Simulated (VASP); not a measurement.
# WSe2 in VASP: notebook

WSe2 is run at these levels: PBE+D3(BJ); tasks: single point.

Program: VASP 6.6.1. These are calculated values, not measurements. Logs are shortened: lines on timing, memory, paths and dates and some standing lists are left out, and cuts for length are marked.

### Step 1. The cell of the first run

The typed cell holds 6 atoms: a = 3.328 Å, b = 3.285 Å, c = 12.758 Å, α = 90.00°, β = 90.00°, γ = 120.46°.

### Step 2. Single point, PBE+D3(BJ) (uniaxial strain along a: +1.5 %, then relaxed in part)

INCAR reads:

```
SYSTEM = WSe2
PREC = Accurate
ENCUT = 520
EDIFF = 1E-6
ISMEAR = 0
SIGMA = 0.02
LREAL = .FALSE.
LASPH = .TRUE.
NELM = 80
ALGO = Normal
ISIF = 2
LWAVE = .FALSE.
LCHARG = .FALSE.
GGA = PE
IVDW = 12
NBANDS = 35
```

KPOINTS reads:

```
regular mesh
0
G
  12 12 2
  0 0 0
```

POSCAR reads:

```
WSe2
1.0
    3.3283612688     -0.0008494639      0.0000000000
   -1.6649027020      2.8320795428      0.0000000000
    0.0000000000      0.0000000000     12.7580391608
W Se
2 4
Direct
    0.6661849142      0.3323220144      0.2499942481
    0.3338150858      0.6676779856      0.7500057519
    0.3316399883      0.6631156825      0.3814197012
    0.6683593375      0.3368829343      0.8814309514
    0.3316406625      0.6631170657      0.1185690486
    0.6683600117      0.3368843175      0.6185802988
```

Potentials or basis: VASP PAW PBE potentials, release 64 (W_sv, Se).

The run is started by

```console
cat potpaw_PBE.64/W_sv/POTCAR potpaw_PBE.64/Se/POTCAR > POTCAR
mpirun -np 1 vasp_std > vasp.out
```

OUTCAR:

```text
SYSTEM = WSe2
   PREC = Accurate
   ENCUT = 520
   EDIFF = 1E-6
   ISMEAR = 0
   LREAL = .FALSE.
   LASPH = .TRUE.
   NELM = 80
   ISIF = 2
   GGA = PE
   IVDW = 12
 IVDW          = 12

 ion  position               nearest neighbor table
   1  0.666  0.332  0.250-   5 2.53   3 2.53   5 2.54   3 2.54   5 2.54   3 2.54
   2  0.334  0.668  0.750-   4 2.53   6 2.53   4 2.54   6 2.54   4 2.54   6 2.54
   3  0.332  0.663  0.381-   1 2.53   1 2.54   1 2.54
   4  0.668  0.337  0.881-   2 2.53   2 2.54   2 2.54
   5  0.332  0.663  0.119-   1 2.53   1 2.54   1 2.54
   6  0.668  0.337  0.619-   2 2.53   2 2.54   2 2.54

  Warning from LATTYP: Monoclinic adjustment (A1->A3, A2->A1, A3->A2)!
  Warning from LATTYP: Got some problem with cell dimensions!
  Tried to take original basis but could not verify dimensions!
  LATTYP: Found a simple monoclinic cell.
 ALAT       =     3.2837414885
 B/A-ratio  =     3.8852142307
 C/A-ratio  =     1.0004458534
 COS(beta)  =    -0.4865485802

  Lattice vectors:

 A1 = (   1.6634585668,   2.8312300789,   0.0000000000)
 A2 = (   0.0000000000,   0.0000000000,  12.7580391608)
 A3 = (   1.6649027020,  -2.8320795428,   0.0000000000)

Analysis of symmetry for initial positions (statically):
=====================================================================
 Subroutine PRICEL returns:
 Original cell was already a primitive cell.

 Routine SETGRP: Setting up the symmetry group for a
 simple monoclinic supercell.

 Subroutine GETGRP returns: Found  2 space group operations
 (whereof  2 operations were pure point group operations)
 out of a pool of  4 trial point group operations.

The static configuration has the point symmetry S_2 .

Analysis of symmetry for dynamics (positions and initial velocities):
=====================================================================
 Subroutine PRICEL returns:
 Original cell was already a primitive cell.

 Routine SETGRP: Setting up the symmetry group for a
 simple monoclinic supercell.

 Subroutine GETGRP returns: Found  2 space group operations
 (whereof  2 operations were pure point group operations)
 out of a pool of  4 trial point group operations.

The dynamic configuration has the point symmetry S_2 .

 Subroutine INISYM returns: Found  2 space group operations
 (whereof  2 operations are pure point group operations),
 and found     1 'primitive' translations

----------------------------------------------------------------------------------------

                                     Primitive cell

  volume of cell :     120.2416

  direct lattice vectors                    reciprocal lattice vectors
     3.328361269 -0.000849464  0.000000000     0.300493239  0.176651820  0.000000000
    -1.664902702  2.832079543  0.000000000     0.000090131  0.353150413  0.000000000
     0.000000000  0.000000000 12.758039161     0.000000000  0.000000000  0.078381951

  length of vectors
     3.328361377  3.285205556 12.758039161     0.348571445  0.353150424  0.078381951

  position of ions in fractional coordinates (direct lattice)
     0.666184914  0.332322014  0.249994248
     0.333815086  0.667677986  0.750005752
     0.331639988  0.663115682  0.381419701
     0.668359338  0.336882934  0.881430951
     0.331640662  0.663117066  0.118569049
     0.668360012  0.336884318  0.618580299

  ion indices of the primitive-cell ions
   primitive index   ion index
                 1           1
                 2           2
                 3           3
                 4           4
                 5           5
                 6           6

----------------------------------------------------------------------------------------

 KPOINTS: regular mesh

Automatic generation of k-mesh.
 Grid dimensions read from file:
 generate k-points for:   12   12    2

 Generating k-lattice:

  Cartesian coordinates                     Fractional coordinates (reciprocal lattice)
     0.025041103  0.014720985  0.000000000     0.083333333  0.000000000  0.000000000
     0.000007511  0.029429201  0.000000000    -0.000000000  0.083333333  0.000000000
     0.000000000  0.000000000  0.039190975     0.000000000  0.000000000  0.500000000

  Length of vectors
     0.029047620  0.029429202  0.039190975

  Shift w.r.t. Gamma in fractional coordinates (k-lattice)
     0.000000000  0.000000000  0.000000000

 Subroutine IBZKPT returns following result:
 ===========================================

 Found    148 irreducible k-points:

 Following reciprocal coordinates:
            Coordinates               Weight
  0.000000  0.000000  0.000000      1.000000
  0.083333  0.000000  0.000000      2.000000
  0.166667  0.000000  0.000000      2.000000
  0.250000  0.000000  0.000000      2.000000
  0.333333  0.000000  0.000000      2.000000
  0.416667  0.000000  0.000000      2.000000
[... 16 lines left out ...]
  0.250000  0.166667  0.000000      2.000000
  0.333333  0.166667  0.000000      2.000000
 [... further k-points ...]
   k-points           NKPTS =    148   k-points in BZ     NKDIM =    148   number of bands    NBANDS=     35
   number of dos      NEDOS =    301   number of ions     NIONS =      6
   total plane-waves  NPLWV =  64512
   dimension x,y,z NGX =    28 NGY =   24 NGZ =   96
   dimension x,y,z NGXF=    56 NGYF=   48 NGZF=  192
   ions per type =               2   4
   NGX,Y,Z   is equivalent  to a cutoff of  13.99, 12.15, 12.51 a.u.
   NGXF,Y,Z  is equivalent  to a cutoff of  27.97, 24.29, 25.02 a.u.
 SYSTEM =  WSe2
   PREC   = accura    normal or accurate (medium, high low for compatibility)
   ISTART =      0    job   : 0-new  1-cont  2-samecut
   ICHARG =      2    charge: 1-file 2-atom 10-const
   ISPIN  =      1    spin polarized calculation?
   LNONCOLLINEAR =      F non collinear calculations
   LSORBIT =      F    spin-orbit coupling
   LASPH  =      T    aspherical Exc in radial PAW
   ENCUT  =  520.0 eV  38.22 Ry    6.18 a.u.   6.19  6.11 23.72*2*pi/ulx,y,z
   NELM   =     80;   NELMIN=  2; NELMDL= -5     # of ELM steps
   EDIFF  = 0.1E-05   stopping-criterion for ELM
   LREAL  =      F    real-space projection
   EDIFFG = 0.1E-04   stopping-criterion for IOM
   NSW    =      0    number of steps for IOM
   IBRION =     -1    ionic relax: 0-MD 1-quasi-New 2-CG
   NFREE  =      0    steps in history (QN), initial steepest desc. (CG)
   ISIF   =      2    stress and relaxation
   ISYM   =      2    0-nonsym 1-usesym 2-fastsym
   POTIM  = 0.5000    time-step for ionic-motion
   TEBEG  =    0.0;   TEEND  =   0.0 temperature during run
   PSTRESS=    0.0 pullay stress
   NELECT =      52.0000    total number of electrons
   NUPDOWN=      -1.0000    fix difference up-down
   EMIN   =  10.00;   EMAX   =-10.00  energy-range for DOS
   EFERMI =   0.00;   METHOD = LEGACY
   ISMEAR =     0;   SIGMA  =   0.02  broadening in eV -4-tet -1-fermi 0-gaus
   EFERMI_NEDOS =   21; number of points for ismear=-14 and -15
   IALGO  =     38    algorithm
   IMIX   =      4    mixing-type and parameters
     AMIX     =   0.40;   BMIX     =  1.00
     AMIX_MAG =   1.60;   BMIX_MAG =  1.00
  volume/ion in A,a.u.               =      20.04       135.24
  Fermi-wavevector in a.u.,A,eV,Ry     =   1.238011  2.339501 20.853247  1.532670
  Thomas-Fermi vector in A             =   2.372554
   LORBIT       =      0    0 simple, 1 ext, 2 COOP (PROOUT), +10 PAW based schemes
   GGA     = PE    functional components
   LHFCALC =     F    Hartree Fock is set to
   AEXX    =    0.0000 exact exchange contribution
   IVDW    =    12    specifies the selected vdW correction
   LEPSILON=     F    determine dielectric tensor
   LRPA    =     F    only Hartree local field effects (RPA)
 non-spin polarized calculation
 Gauss-broadening in eV      SIGMA  =   0.02
  energy-cutoff  :      520.00
  volume of cell :      120.24
 maximum number of plane-waves:      3276
 NGX is ok and might be reduce to    28
   NGX = 13   NGY = 13   NGZ = 47

 number of electron      51.9999996 magnetization

 Free energy of the ion-electron system (eV)
  ---------------------------------------------------
  ext. energy  EPLUGINS =         0.00000000
  ---------------------------------------------------
  free energy    TOTEN  =       -43.09173147 eV

  energy without entropy =      -43.09173147  energy(sigma->0) =      -43.09173147

 E-fermi :   6.6491     XC(G=0): -10.8462

 val. band max:        6.4591554616   @ k =   0.0000   0.0000   0.0000
 cond. band min:       7.3380771227   @ k =   0.1667   0.1667   0.0000
 fundamental gap:      0.8789216611
 Fermi energy:         6.6491196778

 k-point     1 :       0.0000    0.0000    0.0000
  band No.  band energies     occupation
      1     -67.9463      2.00000
      2     -67.9463      2.00000
      3     -32.1836      2.00000
      4     -32.1836      2.00000
      5     -32.0803      2.00000
      6     -32.0803      2.00000
[... 27 lines left out ...]
     34       9.4040      0.00000
     35      10.8649      0.00000

 k-point     2 :       0.0833    0.0000    0.0000
  band No.  band energies     occupation
      1     -67.9457      2.00000
      2     -67.9457      2.00000
      3     -32.1807      2.00000
      4     -32.1807      2.00000
      5     -32.0926      2.00000
      6     -32.0926      2.00000
[... 27 lines left out ...]
     34       9.2842      0.00000
     35      11.4819      0.00000

 k-point     3 :       0.1667    0.0000    0.0000
  band No.  band energies     occupation
      1     -67.9439      2.00000
      2     -67.9439      2.00000
      3     -32.1729      2.00000
      4     -32.1729      2.00000
      5     -32.1305      2.00000
      6     -32.1305      2.00000
[... 27 lines left out ...]
     34       9.7418      0.00000
     35      12.4363      0.00000

 k-point     4 :       0.2500    0.0000    0.0000
  band No.  band energies     occupation
      1     -67.9415      2.00000
      2     -67.9415      2.00000
      3     -32.1848      2.00000
      4     -32.1848      2.00000
      5     -32.1623      2.00000
      6     -32.1622      2.00000
[... 27 lines left out ...]
     34      10.2151      0.00000
     35      12.7935      0.00000

 k-point     5 :       0.3333    0.0000    0.0000
  band No.  band energies     occupation
      1     -67.9391      2.00000
      2     -67.9391      2.00000
      3     -32.2392      2.00000
      4     -32.2392      2.00000
      5     -32.1516      2.00000
      6     -32.1516      2.00000
[... 638 lines left out ...]
 k-point    22 :       0.1667    0.1667    0.0000
  band No.  band energies     occupation
      1     -67.9400      2.00000
      2     -67.9400      2.00000
      3     -32.1952      2.00000
      4     -32.1952      2.00000
      5     -32.1560      2.00000
      6     -32.1559      2.00000
[... 27 lines left out ...]
     34      10.7814      0.00000
     35      13.0685      0.00000

 k-point    23 :       0.2500    0.1667    0.0000
  band No.  band energies     occupation
      1     -67.9379      2.00000
      2     -67.9379      2.00000
      3     -32.2372      2.00000
      4     -32.2372      2.00000
      5     -32.1468      2.00000
      6     -32.1468      2.00000
[... 27 lines left out ...]
     34      11.1174      0.00000
     35      12.0614      0.00000

 k-point    24 :       0.3333    0.1667    0.0000
  band No.  band energies     occupation
      1     -67.9365      2.00000
      2     -67.9365      2.00000
      3     -32.2657      2.00000
      4     -32.2657      2.00000
      5     -32.1429      2.00000
      6     -32.1429      2.00000
[... 27 lines left out ...]
     34      11.1756      0.00000
     35      11.1874      0.00000

 [... further k-points ...]

------------------------ aborting loop because EDIFF is reached ----------------------------------------

 Edisp (eV)   -2.82480

 E8    (eV) :    -1.2600

  FORCE on cell =-STRESS in cart. coord.  units (eV):
  Direction    XX          YY          ZZ          XY          YZ          ZX
  --------------------------------------------------------------------------------------
  -------------------------------------------------------------------------------------
  Total      -1.83302     0.22247     0.29364     0.03112     0.00011    -0.00000
  in kB     -24.42430     2.96433     3.91270     0.41469     0.00147    -0.00004
  external pressure =       -5.85 kB  Pullay stress =        0.00 kB

 VOLUME and BASIS-vectors are now :
 -----------------------------------------------------------------------------
  energy-cutoff  :      520.00
  volume of cell :      120.24
      direct lattice vectors                 reciprocal lattice vectors
     3.328361269 -0.000849464  0.000000000     0.300493239  0.176651820  0.000000000
    -1.664902702  2.832079543  0.000000000     0.000090131  0.353150413  0.000000000
     0.000000000  0.000000000 12.758039161     0.000000000  0.000000000  0.078381951

 POSITION                                       TOTAL-FORCE (eV/Angst)
 -----------------------------------------------------------------------------------
      1.66402      0.94060      3.18944        -0.000069      0.001632      0.000085
     -0.00056      1.89063      9.56860         0.000069     -0.001632     -0.000085
     -0.00021      1.87771      4.86617         0.000040     -0.001133      0.047221
      1.66366      0.95351     11.24533        -0.000041      0.001169      0.047124
     -0.00021      1.87772      1.51271         0.000041     -0.001169     -0.047124
      1.66366      0.95352      7.89187        -0.000040      0.001133     -0.047221
 -----------------------------------------------------------------------------------
    total drift:                                0.000000     -0.000000      0.000000

  FREE ENERGIE OF THE ION-ELECTRON SYSTEM (eV)
  ---------------------------------------------------
  free  energy   TOTEN  =       -45.9165313715 eV

  energy  without entropy=      -45.9165313715  energy(sigma->0) =      -45.91653137
```

It took 15 min on 1 thread of Intel Xeon 8259CL, shared host; peak memory 0.58 GiB.

What came out:

```yaml
Free_energy: -45.9165 eV
Pressure: -0.6 GPa
Largest_force: 0.047 eV/Å
Band_gap_on_the_k_mesh: 0.88 eV (least direct gap 1.49 eV)
Dispersion_energy_per_atom: -0.471 eV
```

Forces in eV/Å, atoms in the order of the input:
```
W    0.000  0.002  0.000
W    0.000 -0.002  0.000
Se   0.000 -0.001  0.047
Se   0.000  0.001  0.047
Se   0.000 -0.001 -0.047
Se   0.000  0.001 -0.047
```

Levels at points of the mesh, in eV from the valence-band top:
```
           k point  band 23  band 24  band 25  band 26  band 27  band 28  band 29  band 30
(0.00, 0.00, 0.00)    -1.49    -1.15    -0.93     0.00     2.48     2.50     2.55     2.58
(0.50, 0.00, 0.00)    -1.55    -1.41    -1.34    -1.10     2.00     2.04     2.24     2.57
(0.00, 0.50, 0.00)    -1.61    -1.45    -1.29    -1.27     2.05     2.09     2.19     2.61
(0.50, 0.50, 0.00)    -1.55    -1.40    -1.34    -1.09     2.00     2.04     2.24     2.57
(0.00, 0.00, 0.50)    -1.53    -1.53    -0.19    -0.19     2.48     2.48     2.59     2.59
(0.50, 0.00, 0.50)    -1.42    -1.42    -1.25    -1.25     2.02     2.02     2.44     2.44
(0.00, 0.50, 0.50)    -1.45    -1.45    -1.34    -1.34     2.07     2.07     2.44     2.44
(0.50, 0.50, 0.50)    -1.42    -1.42    -1.25    -1.25     2.02     2.02     2.44     2.44
```

Caveat: the cell differs from its parent crystal (uniaxial strain along a: +1.5 %, then relaxed in part); spin-orbit coupling is left out, which moves the levels of the heavy elements. A k mesh can miss the band edges.

### Step 3. Single point, PBE+D3(BJ) (17.48 Å³/atom)

This run uses another cell than the first one, of 17.48 Å³/atom.

INCAR reads:

```
PREC = Accurate ; ENCUT = 520
EDIFF = 1E-7 ; ISMEAR = 0
SIGMA = 0.02 ; LREAL = False
LASPH = True ; NELM = 80
ALGO = Normal ; ISIF = 2
LWAVE = False ; LCHARG = False
GGA = PE ; IVDW = 12
NBANDS = 35
```

KPOINTS reads:

```
regular mesh
0
Gamma
  9 9 2
```

POSCAR reads:

```
WSe2
1.0
    3.1803301244      0.0000000000      0.0000000000
   -1.5901650622      2.7542466802      0.0000000000
    0.0000000000      0.0000000000     11.9706934369
W Se
2 4
Direct
    0.6666666667      0.3333333333      0.2499568195
    0.3333333333      0.6666666667      0.7500431805
    0.3333333333      0.6666666667      0.3916007751
    0.6666666667      0.3333333333      0.8916810115
    0.3333333333      0.6666666667      0.1083189885
    0.6666666667      0.3333333333      0.6083992249
```

Potentials or basis: VASP PAW PBE potentials, release 64 (W_sv, Se).

The run is started by

```console
cat potpaw_PBE.64/W_sv/POTCAR potpaw_PBE.64/Se/POTCAR > POTCAR
mpirun -np 1 vasp_std > vasp.out
```

Run time: 2.8 min. Hardware: 1 thread of Intel Xeon 8259CL, shared host; peak memory 0.27 GiB.

The run converged. Its results:

* Free energy: -45.5106 eV
* Pressure: 11.5 GPa
* Largest force: 0.057 eV/Å
* Band gap on the k mesh: 0.61 eV (least direct gap 1.26 eV)
* Dispersion energy per atom: -0.544 eV

Forces on the atoms (eV/Å):
```
W    0.000  0.000  0.002
W    0.000  0.000 -0.002
Se   0.000  0.000  0.057
Se   0.000  0.000  0.055
Se   0.000  0.000 -0.055
Se   0.000  0.000 -0.057
```

Stress tensor (GPa, compression positive):
```
11.41  0.00  0.00
 0.00 11.41  0.00
 0.00  0.00 11.60
```

Levels at points of the mesh, in eV from the valence-band top:
```csv
k point,band 24,band 25,band 26,band 27,band 28,band 29
"(0.00, 0.00, 0.00)",-1.46,-0.49,0.00,2.49,2.49,2.60
"(0.00, 0.00, 0.50)",-1.55,-0.13,-0.12,2.55,2.55,2.55
```

Caveat: the cell stands under pressure; spin-orbit coupling is left out, which moves the levels of the heavy elements. A k mesh can miss the band edges.
